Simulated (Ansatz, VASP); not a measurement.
# Two plane-wave programs on TePb

```
Pb Te
1.0
     4.02879    0.00000    0.00000
     0.00000    4.02879    0.00000
     0.00000    0.00000    4.02879
Pb Te
1 1
Direct
  0.00000 0.00000 0.00000
  0.50000 0.50000 0.50000
```

Alike in both runs: task single point; functional r2SCAN; k mesh 7 × 7 × 7; occupations fermi-dirac, width 0.05 eV; no spin polarisation.

```csv
,VASP,Ansatz
version,VASP 6.6.1,Ansatz 0.2.0
potentials or method,"VASP PAW PBE potentials, release 64 (Pb_d, Te)",Ansatz PAW
plane-wave cutoff (eV),520,500
valence electrons in the cell,20,30
```

```csv
,VASP,Ansatz,Ansatz less VASP
gap on the k mesh at the Fermi level (eV),none,none,-
pressure (GPa),-1.1,-1.1,0.00
```

VASP's potentials were made for PBE, not for r2SCAN. A gap of «none» marks a metal or a gap that the smearing closes. VASP's potentials hold 20 valence electrons a cell and Ansatz's 30, so a difference there can come from the potentials and not from the codes.

Neither program's run includes spin-orbit coupling.
